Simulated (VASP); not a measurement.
A run of VASP 6.6.1 is set up as follows.

File INCAR:

```
SYSTEM = B11N12
PREC     = Accurate       ! precision mode
ENCUT    = 520            ! plane-wave cutoff, eV
EDIFF    = 1E-6           ! SCF threshold, eV
ISMEAR   = 0              ! smearing method
SIGMA    = 0.05           ! smearing width, eV
LREAL    = Auto         
LASPH    = .True.         ! aspherical terms in the spheres
NELM     = 100            ! most SCF steps
ALGO     = Normal         ! electronic algorithm
ISIF     = 2              ! what is computed and relaxed
LWAVE    = .False.        ! write WAVECAR
LCHARG   = .False.        ! write CHGCAR
GGA      = PS             ! functional
NBANDS   = 64             ! bands
```

The input KPOINTS:

```
Automatic mesh
0
Gamma
  4 4 4
  0 0 0
```

POSCAR

```
B11N12
1.0
   -3.7562920096      3.6144936715     -3.4815292169
    3.7562920096      3.6144936715     -3.4815292169
    0.0000000000     -1.4457974686     -6.9630584338
B N
11 12
Direct
    0.5819406446      0.9181221759      0.2199738057
    0.8680132761      0.1457938658      0.5036559507
    0.5007252585      0.4711846904      0.4998579504
    0.2563245686      0.2507147811      0.2180053068
    0.0081995541      0.0305484556     -0.0293931654
    0.7289571109      0.7715709438      0.8015114033
    0.6729836026      0.3506620161      0.0114736752
    0.4337698718      0.0874043611      0.7401983956
    0.9104867494      0.5852130495      0.2407366628
    0.3230586165      0.6758589304      0.0052020783
    0.0365718664      0.6297531192      0.6986119879
    0.3451391817      0.0107501095      0.2423614638
    0.7588156039      0.0981057886      0.0708107134
    0.0086014526      0.3315406695      0.3215689320
    0.6522605443      0.6607002502      0.3279778067
    0.4195381621      0.4292208492      0.0802194480
    0.1977826425      0.2046106527      0.7851500943
    0.9336622120      0.8923424744      0.6304488719
    0.8294106374      0.5328162839      0.8893345119
    0.6155393847      0.2337391955      0.5779343730
    0.0749513360      0.7665160476      0.0666604659
    0.4866213135      0.8437362547      0.8480115905
    0.2342536759      0.4567020366      0.6377221362
```

Potentials or basis: VASP PAW PBE potentials, release 64 (B, N).

Command:

```console
$ cat potpaw_PBE.64/B/POTCAR potpaw_PBE.64/N/POTCAR > POTCAR
$ mpirun -np 1 vasp_std > vasp.out
```

(1) What does it give for the pressure?

(2) Predict the band gap on the k mesh.

(3) Estimate the largest force.

Results:

(1) -4.7 GPa.

(2) zero (an odd number of electrons rules out a gap without spin polarisation).

(3) 0.314 eV/Å.

Caveat: the PAW data sets were made with another functional, which shifts forces and pressure a little; an odd number of electrons without spin polarisation forces a metal; a magnetic or distorted state may lie lower.
